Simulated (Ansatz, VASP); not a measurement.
One calculation of V2SiN2, two programs

```xyz
5
Lattice="1.9475 -5.5731 0.0000 1.9475 5.5731 0.0000 0.0000 0.0000 2.8134" Properties=species:S:1:pos:R:3 pbc="T T T"
V     1.9475   -1.8992    0.0000
V     1.9475    1.8992    0.0000
Si    0.0000    0.0000    0.0000
N     1.9475   -3.7441    0.0000
N     1.9475    3.7441    0.0000
```

Alike in both runs: functional PBE; k mesh 10 × 10 × 14; occupations gaussian, width 0.1 eV; no spin polarisation.

Ansatz relaxed the structure, and its values are those at the end. VASP's run is a single point on that final structure, the one shown.

```csv
,VASP,Ansatz
version,VASP 6.6.1,Ansatz 0.2.0
potentials or method,"VASP PAW PBE potentials, release 64 (V_sv, Si, N), cutoff 520 eV","scalar-relativistic, plane waves, PAW"
valence electrons in the cell,40,40
```

Ansatz gave:

```
gap on the k mesh at the Fermi level (eV) : none
pressure (GPa)                            : 0.0
rms of the force components (eV/Å)        : 0.002
```

**Question.** Which values does VASP return?

**Answer.** gap on the k mesh at the Fermi level (eV): none; pressure (GPa): 0.5; rms of the force components (eV/Å): 0.036.

A gap of «none» marks a metal or a gap that the smearing closes.
